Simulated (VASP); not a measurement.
Runs of VASP 6.6.1 on CdS. The structure is that of space group I-4m2 (No. 119), or close to it. The cells are those of the table. 

```tsv
cell	gap on the mesh (eV)	pressure (GPa)
a = 3.869, b = 3.869, c = 3.951 Å, angles 59.3, 59.3, 61.4°, 2 atoms	1.41	20.0
a = 4.041, b = 4.041, c = 3.786 Å, angles 62.1, 62.1, 55.9°, 2 atoms	(c)	14.7
a = 3.954, b = 3.954, c = 4.115 Å, angles 58.6, 58.6, 62.7°, 2 atoms	1.19	(a)
a = 4.034, b = 4.034, c = 4.115 Å, angles 59.3, 59.3, 61.3°, 2 atoms	1.17	6.7
a = 4.129, b = 4.129, c = 3.786 Å, angles 62.7, 62.7, 54.6°, 2 atoms	(b)	10.2
```

Alike in all rows: task single point; level PBE; potentials or basis VASP PAW PBE potentials, release 64 (Cd, S); no spin polarisation; k mesh 8 × 8 × 8; cutoff (eV) 520; smearing gaussian 0.05 eV.

Q: Estimate the missing entries.

A: (a) 10.3; (b) 1.08; (c) 1.25.

Caveats: the cell stands under pressure.

A k mesh can miss the band edges, and the runs leave out spin-orbit coupling on Cd.
